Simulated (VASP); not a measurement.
# HC18O in VASP: further runs

HC18O is run at these levels: PBE; tasks: single point.

All numbers are computed with VASP 6.6.1; they aren't measurements. Logs are shortened: lines on timing, memory, paths and dates and some standing lists are left out, and cuts for length are marked.

**1. The cell of the first run**

The cell holds a slab with vacuum, 20 atoms: a = 7.398 Å, b = 7.398 Å, c = 12.000 Å, α = 90.00°, β = 90.00°, γ = 120.00°.

**2. Single point, PBE, collinear spin, zero start**

The input, INCAR:

```
  PREC = Accurate
  ENCUT = 520
  EDIFF = 1E-6
  ISMEAR = -1
  SIGMA = 0.05
  LREAL = Auto
  LASPH = T
  NELM = 150
  ALGO = Normal
  ISIF = 2
  LWAVE = F
  LCHARG = F
  ISPIN = 2
  MAGMOM = 0 0 0 0 0 0 0 0 0 0 0 0 0 0 0 0 0 0 0 0
  LORBIT = 11
  GGA = PE
  NBANDS = 60
```

The input, KPOINTS:

```
regular mesh
0
Gamma
  2 2 1
```

The input, POSCAR:

```
HC18O
1.0
    7.3980000000      0.0000000000      0.0000000000
   -3.6990000000      6.4068560000      0.0000000000
    0.0000000000      0.0000000000     12.0000000000
C O H
18 1 1
Direct
   -0.0025375330     -0.0061326491      0.0733758333
    0.2199179642      0.1055731548      0.0869320833
   -0.0025087654      0.3244799009      0.0733137500
    0.2199589071      0.4352424965      0.0868763333
   -0.0073806558      0.6567399049      0.0945415000
    0.2166197485      0.7687377397      0.0923462500
    0.3284921251     -0.0097064769      0.0859611667
    0.5508037296      0.1018237338      0.0733365833
    0.3301896993      0.3255518776      0.0985690000
    0.5664732244      0.4436447456      0.1155098333
    0.3285062619      0.6591268791      0.0859595000
    0.5508155736      0.7698560729      0.0733630833
    0.6625951167     -0.0082698909      0.0682657500
    0.8848913557      0.1028735467      0.0683619167
    0.6643876635      0.3214768679      0.0737391667
    0.8846216545      0.4330662340      0.0738770000
    0.6643700785      0.6637417791      0.0737650000
    0.8845446533      0.7723718154      0.0739392500
    0.6538298912      0.4866205827      0.2298621667
    0.8324592424      0.5763258921      0.2056045833
```

Potentials or basis: VASP PAW PBE potentials, release 64 (C, O, H).

Run with:

```
cat potpaw_PBE.64/C/POTCAR potpaw_PBE.64/O/POTCAR potpaw_PBE.64/H/POTCAR > POTCAR
mpirun -np 1 vasp_std > vasp.out
```

OUTCAR:

```text
PREC = Accurate
   ENCUT = 520
   EDIFF = 1E-6
   ISMEAR = -1
   LREAL = Auto
   LASPH = T
   NELM = 150
   ISIF = 2
   ISPIN = 2
   LORBIT = 11
   GGA = PE

 ion  position               nearest neighbor table
   1  0.997  0.994  0.073-  18 1.42  14 1.42   2 1.43
   2  0.220  0.106  0.087-   9 1.42   7 1.43   1 1.43
   3  0.997  0.324  0.073-  16 1.42  14 1.42   4 1.43
   4  0.220  0.435  0.087-   9 1.42   3 1.43  11 1.43
   5  0.993  0.657  0.095-   6 1.44  16 1.45  18 1.45
   6  0.217  0.769  0.092-  11 1.42   7 1.42   5 1.44
   7  0.328  0.990  0.086-   6 1.42   8 1.43   2 1.43
   8  0.551  0.102  0.073-  15 1.41  13 1.42   7 1.43
   9  0.330  0.326  0.099-   4 1.42   2 1.42  10 1.53
  10  0.566  0.444  0.116-  19 1.48  17 1.50  15 1.50   9 1.53
  11  0.329  0.659  0.086-   6 1.42  12 1.43   4 1.43
  12  0.551  0.770  0.073-  17 1.41  13 1.42  11 1.43
  13  0.663  0.992  0.068-  12 1.42   8 1.42  14 1.42
  14  0.885  0.103  0.068-   1 1.42   3 1.42  13 1.42
  15  0.664  0.321  0.074-   8 1.41  16 1.41  10 1.50
  16  0.885  0.433  0.074-  15 1.41   3 1.42   5 1.45
  17  0.664  0.664  0.074-  12 1.41  18 1.41  10 1.50
  18  0.885  0.772  0.074-  17 1.41   1 1.42   5 1.45
  19  0.654  0.487  0.230-  20 1.18  10 1.48
  20  0.832  0.576  0.206-  19 1.18

  LATTYP: Found a hexagonal cell.
 ALAT       =     7.3980000000
 C/A-ratio  =     1.6220600162

  Lattice vectors:

 A1 = (   7.3980000000,   0.0000000000,   0.0000000000)
 A2 = (  -3.6990000000,   6.4068560000,   0.0000000000)
 A3 = (   0.0000000000,   0.0000000000,  12.0000000000)

Analysis of symmetry for initial positions (statically):
=====================================================================
 Subroutine PRICEL returns:
 Original cell was already a primitive cell.

 Routine SETGRP: Setting up the symmetry group for a
 hexagonal supercell.

 Subroutine GETGRP returns: Found  1 space group operations
 (whereof  1 operations were pure point group operations)
 out of a pool of 24 trial point group operations.

The static configuration has the point symmetry C_1 .

Analysis of symmetry for dynamics (positions and initial velocities):
=====================================================================
 Subroutine PRICEL returns:
 Original cell was already a primitive cell.

 Routine SETGRP: Setting up the symmetry group for a
 hexagonal supercell.

 Subroutine GETGRP returns: Found  1 space group operations
 (whereof  1 operations were pure point group operations)
 out of a pool of 24 trial point group operations.

The dynamic configuration has the point symmetry C_1 .

Analysis of structural, dynamic, and magnetic symmetry:
=====================================================================
 Subroutine PRICEL returns:
 Original cell was already a primitive cell.

 Routine SETGRP: Setting up the symmetry group for a
 hexagonal supercell.

 Subroutine GETGRP returns: Found  1 space group operations
 (whereof  1 operations were pure point group operations)
 out of a pool of 24 trial point group operations.

The overall configuration has the point symmetry C_1 .

 Subroutine INISYM returns: Found  1 space group operations
 (whereof  1 operations are pure point group operations),
 and found     1 'primitive' translations

----------------------------------------------------------------------------------------

                                     Primitive cell

  volume of cell :     568.7750

  direct lattice vectors                    reciprocal lattice vectors
     7.398000000  0.000000000  0.000000000     0.135171668  0.078041398  0.000000000
    -3.699000000  6.406856000  0.000000000     0.000000000  0.156082796  0.000000000
     0.000000000  0.000000000 12.000000000     0.000000000  0.000000000  0.083333333

  length of vectors
     7.398000000  7.398000054 12.000000000     0.156082797  0.156082796  0.083333333

  position of ions in fractional coordinates (direct lattice)
     0.997462467  0.993867351  0.073375833
     0.219917964  0.105573155  0.086932083
     0.997491235  0.324479901  0.073313750
     0.219958907  0.435242497  0.086876333
     0.992619344  0.656739905  0.094541500
     0.216619749  0.768737740  0.092346250
[... 12 lines left out ...]
     0.653829891  0.486620583  0.229862167
     0.832459242  0.576325892  0.205604583

  ion indices of the primitive-cell ions
   primitive index   ion index
                 1           1
                 2           2
                 3           3
                 4           4
                 5           5
                 6           6
[... 12 lines left out ...]
                19          19
                20          20

----------------------------------------------------------------------------------------

 KPOINTS: regular mesh

Automatic generation of k-mesh.
 Grid dimensions read from file:
 generate k-points for:    2    2    1

 Generating k-lattice:

  Cartesian coordinates                     Fractional coordinates (reciprocal lattice)
     0.067585834  0.039020699  0.000000000     0.500000000  0.000000000  0.000000000
     0.000000000  0.078041398  0.000000000     0.000000000  0.500000000  0.000000000
     0.000000000  0.000000000  0.083333333     0.000000000  0.000000000  1.000000000

  Length of vectors
     0.078041399  0.078041398  0.083333333

  Shift w.r.t. Gamma in fractional coordinates (k-lattice)
     0.000000000  0.000000000  0.000000000

 Subroutine IBZKPT returns following result:
 ===========================================

 Found      4 irreducible k-points:

 Following reciprocal coordinates:
            Coordinates               Weight
  0.000000  0.000000  0.000000      1.000000
  0.500000  0.000000  0.000000      1.000000
  0.000000  0.500000  0.000000      1.000000
  0.500000  0.500000  0.000000      1.000000
   k-points           NKPTS =      4   k-points in BZ     NKDIM =      4   number of bands    NBANDS=     60
   number of dos      NEDOS =    301   number of ions     NIONS =     20
   total plane-waves  NPLWV = 282240
   dimension x,y,z NGX =    56 NGY =   56 NGZ =   90
   dimension x,y,z NGXF=   112 NGYF=  112 NGZF=  180
   ions per type =              18   1   1
   NGX,Y,Z   is equivalent  to a cutoff of  12.58, 12.58, 12.47 a.u.
   NGXF,Y,Z  is equivalent  to a cutoff of  25.17, 25.17, 24.94 a.u.
 SYSTEM =  unknown system
   PREC   = accura    normal or accurate (medium, high low for compatibility)
   ISTART =      0    job   : 0-new  1-cont  2-samecut
   ICHARG =      2    charge: 1-file 2-atom 10-const
   ISPIN  =      2    spin polarized calculation?
   LNONCOLLINEAR =      F non collinear calculations
   LSORBIT =      F    spin-orbit coupling
   LASPH  =      T    aspherical Exc in radial PAW
   ENCUT  =  520.0 eV  38.22 Ry    6.18 a.u.  13.76 13.76 22.31*2*pi/ulx,y,z
   NELM   =    150;   NELMIN=  2; NELMDL= -5     # of ELM steps
   EDIFF  = 0.1E-05   stopping-criterion for ELM
   LREAL  =      T    real-space projection
   EDIFFG = 0.1E-04   stopping-criterion for IOM
   NSW    =      0    number of steps for IOM
   IBRION =     -1    ionic relax: 0-MD 1-quasi-New 2-CG
   NFREE  =      0    steps in history (QN), initial steepest desc. (CG)
   ISIF   =      2    stress and relaxation
   ISYM   =      2    0-nonsym 1-usesym 2-fastsym
   POTIM  = 0.5000    time-step for ionic-motion
   TEBEG  =    0.0;   TEEND  =   0.0 temperature during run
   PSTRESS=    0.0 pullay stress
   NELECT =      79.0000    total number of electrons
   NUPDOWN=      -1.0000    fix difference up-down
   EMIN   =  10.00;   EMAX   =-10.00  energy-range for DOS
   EFERMI =   0.00;   METHOD = LEGACY
   ISMEAR =    -1;   SIGMA  =   0.05  broadening in eV -4-tet -1-fermi 0-gaus
   EFERMI_NEDOS =   21; number of points for ismear=-14 and -15
   IALGO  =     38    algorithm
   IMIX   =      4    mixing-type and parameters
     AMIX     =   0.40;   BMIX     =  1.00
     AMIX_MAG =   1.60;   BMIX_MAG =  1.00
  volume/ion in A,a.u.               =      28.44       191.91
  Fermi-wavevector in a.u.,A,eV,Ry     =   0.847820  1.602148  9.779852  0.718799
  Thomas-Fermi vector in A             =   1.963386
   LORBIT       =     11    0 simple, 1 ext, 2 COOP (PROOUT), +10 PAW based schemes
   GGA     = PE    functional components
   LHFCALC =     F    Hartree Fock is set to
   AEXX    =    0.0000 exact exchange contribution
   IVDW    =     0    specifies the selected vdW correction
   LEPSILON=     F    determine dielectric tensor
   LRPA    =     F    only Hartree local field effects (RPA)
 spin polarized calculation
  energy-cutoff  :      520.00
  volume of cell :      568.78
 maximum number of plane-waves:     15363
 NGX is ok and might be reduce to    56
   NGX = 27   NGY = 27   NGZ = 45

 number of electron      79.0000000 magnetization      -0.0000984

 number of electron      79.0000000 magnetization       0.0000276

 Free energy of the ion-electron system (eV)
  ---------------------------------------------------
  ext. energy  EPLUGINS =         0.00000000
  ---------------------------------------------------
  free energy    TOTEN  =      -172.72621606 eV

  energy without entropy =     -172.68271908  energy(sigma->0) =     -172.70446757

 E-fermi :  -2.2474     XC(G=0):  -3.8562

 val. band max:       -2.3132077425   @ k =   0.0000   0.5000   0.0000
 cond. band min:      -2.2294448433   @ k =   0.0000   0.0000   0.0000
 fundamental gap:      0.0837628992
 Fermi energy:        -2.2474339971

 spin component 1

 k-point     1 :       0.0000    0.0000    0.0000
  band No.  band energies     occupation
      1     -22.7531      1.00000
      2     -21.0740      1.00000
      3     -18.9876      1.00000
      4     -18.9176      1.00000
      5     -18.9011      1.00000
      6     -18.8579      1.00000
[... 43 lines left out ...]
     50       3.6191      0.00000
     51       4.4872      0.00000
[... 160 lines left out ...]
     50       3.9149      0.00000
     51       4.1769      0.00000
 Fermi energy:        -2.2474339971

 spin component 2

 k-point     1 :       0.0000    0.0000    0.0000
  band No.  band energies     occupation
      1     -22.7531      1.00000
      2     -21.0740      1.00000
      3     -18.9876      1.00000
      4     -18.9176      1.00000
      5     -18.9011      1.00000
      6     -18.8579      1.00000
[... 43 lines left out ...]
     50       3.6074      0.00000
     51       4.4870      0.00000
[... 160 lines left out ...]
     50       3.9142      0.00000
     51       4.1762      0.00000
 [bands above 51 left out]

------------------------ aborting loop because EDIFF is reached ----------------------------------------

  FORCE on cell =-STRESS in cart. coord.  units (eV):
  Direction    XX          YY          ZZ          XY          YZ          ZX
  --------------------------------------------------------------------------------------
  -------------------------------------------------------------------------------------
  Total       -5.0217873      0.0232628      2.0739642     -4.3823648     -1.0788362     -1.9464835
  in kB      -14.1458275      0.0655287      5.8421311    -12.3446440     -3.0389641     -5.4830318
  external PRESSURE =      -2.7460559 kB  Pullay stress =       0.0000000 kB

 VOLUME and BASIS-vectors are now :
 -----------------------------------------------------------------------------
  energy-cutoff  :      520.00
  volume of cell :      568.78
      direct lattice vectors                 reciprocal lattice vectors
     7.398000000  0.000000000  0.000000000     0.135171668  0.078041398  0.000000000
    -3.699000000  6.406856000  0.000000000     0.000000000  0.156082796  0.000000000
     0.000000000  0.000000000 12.000000000     0.000000000  0.000000000  0.083333333

 POSITION                                       TOTAL-FORCE (eV/Angst)
 -----------------------------------------------------------------------------------
      3.70291      6.36757      0.88051         0.081953      0.059745      0.055703
      1.23644      0.67639      1.04318         0.098033      0.038645      0.006832
      6.17919      2.07890      0.87976         0.095904      0.038700      0.053601
      0.01729      2.78854      1.04252         0.075188      0.070746      0.009727
      4.91412      4.20764      1.13450         0.394951      0.225600     -1.401136
     -1.24101      4.92519      1.10815         0.017139      0.015191     -0.285682
[... 12 lines left out ...]
      3.03702      3.11771      2.75835         1.509113      0.902870      0.262391
      4.02670      3.69244      2.46725        -3.168008     -1.838480      1.409701
 -----------------------------------------------------------------------------------
    total drift:                                0.013635      0.014359     -0.025609

  FREE ENERGIE OF THE ION-ELECTRON SYSTEM (eV)
  ---------------------------------------------------
  free  energy   TOTEN  =      -172.7262160612 eV

  energy  without entropy=     -172.6827190780  energy(sigma->0) =     -172.70446757

 total charge

# of ion       s       p       d       tot
------------------------------------------
    1        0.864   1.778   0.000   2.642
    2        0.863   1.764   0.000   2.627
    3        0.864   1.778   0.000   2.642
    4        0.863   1.764   0.000   2.627
    5        0.848   1.776   0.000   2.625
    6        0.861   1.772   0.000   2.633
[... 12 lines left out ...]
   19        1.577   3.423   0.000   5.000
   20        0.465   0.055   0.000   0.520
--------------------------------------------------
tot         17.513  35.336   0.000  52.850

 magnetization (x)

# of ion       s       p       d       tot
------------------------------------------
    1        0.000   0.000   0.000   0.000
    2       -0.000  -0.000   0.000  -0.000
    3        0.000   0.000   0.000   0.000
    4       -0.000  -0.000   0.000  -0.000
    5        0.000   0.000   0.000   0.000
    6       -0.000  -0.000   0.000  -0.000
[... 12 lines left out ...]
   19       -0.000   0.000   0.000   0.000
   20       -0.000   0.000   0.000  -0.000
--------------------------------------------------
tot          0.000   0.000   0.000   0.000
```

Run time: 10 min. Hardware: 1 thread of Intel Xeon Platinum 8488C (Sapphire Rapids), shared host; peak memory 0.89 GiB.

What came out:

- Free energy: -172.7262 eV
- Largest force: 3.925 eV/Å
- Net moment: 0.00 μB per cell
- Valence electrons inside the program's atomic spheres: C 2.64, 2.63, 2.62, 2.65, 2.60, 2.51; O 5.00; H 0.52

Forces in eV/Å, atoms in the order of the input:
```
C    0.082  0.060  0.056
C    0.098  0.039  0.007
C    0.096  0.039  0.054
C    0.075  0.071  0.010
C    0.395  0.226 -1.401
C    0.017  0.015 -0.286
C    0.019  0.063 -0.011
C   -0.007  0.081  0.005
C    0.160  0.086  0.167
C    0.161  0.079 -0.225
C    0.073 -0.021 -0.015
C    0.064 -0.044  0.007
C    0.031  0.014 -0.004
C    0.054  0.034  0.062
C    0.008  0.031 -0.118
C    0.073  0.214  0.056
C    0.026 -0.009 -0.097
C    0.235 -0.040  0.060
O    1.509  0.903  0.262
H   -3.168 -1.838  1.410
```

Levels at points of the mesh, in eV from the Fermi level:
Spin up:
```csv
k point,band 37,band 38,band 39,band 40,band 41,band 42,band 43,band 44
"(0.00, 0.00, 0.00)",-1.80,-1.46,0.02,0.28,0.59,2.12,3.72,4.29
"(0.50, 0.00, 0.00)",-2.16,-2.07,-1.18,-0.29,2.21,2.71,2.80,2.96
"(0.00, 0.50, 0.00)",-2.23,-2.01,-1.07,-0.07,1.99,2.44,2.77,2.91
"(0.50, 0.50, 0.00)",-2.23,-2.01,-1.07,-0.07,1.99,2.44,2.77,2.91
```
Spin down:
```
           k point  band 36  band 37  band 38  band 39  band 40  band 41  band 42  band 43  band 44  band 45
(0.00, 0.00, 0.00)    -2.68    -1.80    -1.46     0.02     0.28     0.59     2.12     3.72     4.29     4.94
(0.50, 0.00, 0.00)    -2.27    -2.16    -2.07    -1.18    -0.29     2.21     2.71     2.80     2.96     3.74
(0.00, 0.50, 0.00)    -2.36    -2.23    -2.01    -1.07    -0.07     1.99     2.44     2.77     2.91     4.57
(0.50, 0.50, 0.00)    -2.36    -2.23    -2.01    -1.07    -0.07     1.99     2.44     2.77     2.91     4.58
```

Caveat: the k points lie up to 0.49 Å⁻¹ apart.

**3. Single point, PBE, collinear spin, zero start**

The input, INCAR:

```
SYSTEM = HC18O
PREC = Accurate
ENCUT = 520
EDIFF = 1E-6
ISMEAR = -1
SIGMA = 0.05
LREAL = Auto
LASPH = .TRUE.
NELM = 150
ALGO = Normal
ISIF = 2
LWAVE = .FALSE.
LCHARG = .FALSE.
ISPIN = 2
MAGMOM = 0 0 0 0 0 0 0 0 0 0 0 0 0 0 0 0 0 0 0 0
LORBIT = 11
GGA = PE
NBANDS = 60
```

The input, KPOINTS:

```
regular mesh
0
G
  2 2 1
  0 0 0
```

The input, POSCAR:

```
HC18O
1.0
    7.3980000000      0.0000000000      0.0000000000
   -3.6990000000      6.4068560000      0.0000000000
    0.0000000000      0.0000000000     12.0000000000
C O H
18 1 1
Direct
   -0.0010093961     -0.0055975973      0.0722904167
    0.2213607727      0.1063084608      0.0861881667
   -0.0009857513      0.3251644801      0.0722166667
    0.2214073420      0.4355875955      0.0861135833
   -0.0104598465      0.6550229941      0.1034273333
    0.2190339507      0.7697351088      0.0936609167
    0.3306296033     -0.0093320343      0.0853534167
    0.5529763262      0.1020010439      0.0725857500
    0.3308855970      0.3257844409      0.0967648333
    0.5660587140      0.4433742541      0.1156299167
    0.3306344561      0.6606430674      0.0853605833
    0.5530212999      0.7715570632      0.0725864167
    0.6648712568     -0.0072864132      0.0675911667
    0.8867881484      0.1036503708      0.0672616667
    0.6665546958      0.3223389132      0.0738520833
    0.8851338910      0.4315438025      0.0728114167
    0.6665837070      0.6647959623      0.0737317500
    0.8849811643      0.7740442426      0.0728112500
    0.6340018217      0.4762001831      0.2281805000
    0.8828564492      0.6014514764      0.1953319167
```

Potentials or basis: VASP PAW PBE potentials, release 64 (C, O, H).

Run with:

```
cat potpaw_PBE.64/C/POTCAR potpaw_PBE.64/O/POTCAR potpaw_PBE.64/H/POTCAR > POTCAR
mpirun -np 1 vasp_std > vasp.out
```

Run time: 10 min. Hardware: 1 thread of Intel Xeon Platinum 8488C (Sapphire Rapids), shared host; peak memory 0.89 GiB.

Results (log left out):

```
Free energy                                           : -171.7744 eV
Largest force                                         : 0.216 eV/Å
Net moment                                            : 0.00 μB per cell
Valence electrons inside the program's atomic spheres : C 2.65, 2.63, 2.61, 2.53, 2.66; O 4.96; H 0.50
```

Forces on the atoms (eV/Å):
```
C    0.003  0.005 -0.005
C    0.002  0.011 -0.002
C    0.008 -0.002 -0.002
C   -0.006  0.011 -0.001
C    0.002  0.000  0.021
C   -0.021 -0.001  0.015
C   -0.002  0.000 -0.007
C   -0.011  0.002  0.001
C    0.023  0.007  0.003
C   -0.066 -0.046 -0.201
C    0.006 -0.014 -0.005
C   -0.009 -0.010 -0.002
C    0.013  0.009 -0.002
C    0.001  0.001 -0.006
C   -0.028  0.006 -0.001
C    0.007  0.002 -0.005
C   -0.011 -0.030  0.005
C    0.015  0.004 -0.002
O    0.063  0.040  0.202
H    0.011  0.006 -0.005
```

Levels at points of the mesh, in eV from the Fermi level:
Spin up:
```csv
k point,band 37,band 38,band 39,band 40,band 41,band 42
"(0.00, 0.00, 0.00)",-1.06,-0.61,-0.40,0.51,0.86,2.41
"(0.50, 0.00, 0.00)",-1.93,-1.12,-0.66,-0.38,2.50,2.92
"(0.00, 0.50, 0.00)",-1.99,-0.91,-0.37,0.01,1.48,2.64
"(0.50, 0.50, 0.00)",-1.99,-0.90,-0.36,-0.01,1.48,2.64
```
Spin down:
| k point | band 37 | band 38 | band 39 | band 40 | band 41 | band 42 |
| --- | --- | --- | --- | --- | --- | --- |
| (0.00, 0.00, 0.00) | -1.06 | -0.61 | -0.40 | 0.51 | 0.86 | 2.41 |
| (0.50, 0.00, 0.00) | -1.93 | -1.12 | -0.66 | -0.38 | 2.50 | 2.92 |
| (0.00, 0.50, 0.00) | -1.99 | -0.91 | -0.37 | 0.01 | 1.48 | 2.64 |
| (0.50, 0.50, 0.00) | -1.99 | -0.90 | -0.36 | -0.01 | 1.48 | 2.64 |

Caveat: the k points lie up to 0.49 Å⁻¹ apart.
